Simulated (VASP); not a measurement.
# Y: relaxation of cell and atoms with PBE

Crystal: Y.

```
Y
1.0
     1.84831    3.20137    0.00000
    -1.84831    3.20137    0.00000
     0.00000    0.00000    5.81843
Y
2
Cartesian
  -0.0002 2.1344 1.4546
  -0.0002 4.2684 4.3638
```

* Program: VASP 6.6.1
* Task: relaxation of cell and atoms
* Functional: PBE
* Potentials or basis: VASP PAW PBE potentials, release 64 (Y_sv)
* Cutoff: 600 eV
* k mesh: 10 × 10 × 6
* Occupations: fermi-dirac, width 0.1 eV
* Spin: no spin polarisation
* Dipole correction: no
* Further INCAR settings: ALGO = Normal; EDIFF = 1e-07; IBRION = 2; EDIFFG = -0.03; NSW = 60; ISIF = 3

```json
{
  "Relaxed volume": "32.86 Å³/atom",
  "Relaxed cell": "a = 3.648 Å, b = 3.648 Å, c = 5.704 Å, α = 90.00°, β = 90.00°, γ = 60.00°",
  "Space group after relaxing (to 0.05 Å)": "P6_3/mmc (No. 194)",
  "Energy gained by relaxing": "9.3 meV/atom",
  "Ionic steps": "5",
  "Pressure after relaxing": "0.0 GPa",
  "Band gap on the k mesh": "zero (band 11 reaches 3.96 eV, above the bottom of band 12 at 2.53 eV)"
}
```

Stress tensor (GPa, compression positive):
```
 0.02  0.00  0.00
 0.00  0.02  0.00
 0.00  0.00 -0.11
```

Step by step:
```tsv
step	energy change (eV)	largest force (eV/Å)	pressure (GPa)	volume (Å³)
1	0.0000	0.0002	-1.76	68.86
2	-0.0179	0.0002	0.32	65.16
3	-0.0184	0.0002	0.02	65.65
4	-0.0184	0.0002	-0.01	65.71
5	-0.0185	0.0002	-0.03	65.72
```

Final structure:
```
Y
1.0
     1.82385    3.15905    0.00000
    -1.82385    3.15905    0.00000
     0.00000    0.00000    5.70356
Y
2
Direct
  0.33330 0.33340 0.25000
  0.66660 0.66670 0.75000
```

Levels at points of the mesh, in eV from the Fermi level:
```tsv
k point	band 8	band 9	band 10	band 11	band 12	band 13	band 14	band 15
(0.00, 0.00, 0.00)	-22.36	-4.68	-1.85	0.91	1.75	1.75	2.08	2.36
(0.50, 0.00, 0.00)	-22.45	-1.67	-1.18	-0.81	-0.11	1.41	1.46	2.08
(0.50, 0.50, 0.00)	-22.45	-1.67	-1.18	-0.80	-0.11	1.41	1.46	2.08
(0.00, 0.00, 0.50)	-22.44	-3.24	-3.24	0.97	0.97	1.66	1.66	1.66
(0.50, 0.00, 0.50)	-22.51	-1.64	-1.64	0.08	0.08	1.38	1.38	2.76
(0.50, 0.50, 0.50)	-22.51	-1.64	-1.64	0.08	0.08	1.38	1.38	2.76
```

Wall time 6.6 min on 1 thread of Oxide Virtual Turin-like Processor, with other jobs on the host, peak memory 0.29 GiB.
